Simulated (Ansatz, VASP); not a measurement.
## Al2GaP3 in VASP and in Ansatz

```xyz
6
Lattice="3.8555 0.0000 0.0000 -1.9277 3.3389 0.0000 0.0000 0.0000 9.4413" Properties=species:S:1:pos:R:3 pbc="T T T"
Al    0.0000    0.0000   -0.0015
Al    1.9277    1.1130    6.2925
Ga    0.0000    2.2259    3.1483
P     1.9277    1.1130    8.6558
P     0.0000    2.2259    5.5129
P     0.0000    0.0000    2.3556
```

Alike in both runs: task single point; functional PBE; k mesh 6 × 6 × 2; no spin polarisation.

|  | VASP | Ansatz |
| --- | --- | --- |
| version | VASP 6.6.1 | Ansatz 0.2.0 |
| potentials or method | VASP PAW PBE potentials, release 64 (Al, Ga_d, P) | plane waves, PAW |
| plane-wave cutoff (eV) | 520 | 420 |
| occupations | gaussian, width 0.01 eV | fixed |
| valence electrons in the cell | 34 | 34 |

Ansatz gave:

```
gap on the k mesh at the Fermi level (eV)                     : 1.55
pressure (GPa)                                                : 2.6
traceless stress, the component that is largest in VASP (GPa) : -0.10
rms of the force components (eV/Å)                            : 0.003
```

**Question.** What did VASP give for the same quantities?

**Answer.** gap on the k mesh at the Fermi level (eV): 1.55; pressure (GPa): 2.6; traceless stress, the component that is largest in VASP (GPa): -0.10; rms of the force components (eV/Å): 0.002.

Atom by atom the forces differ by 0.002 eV/Å (rms over components).
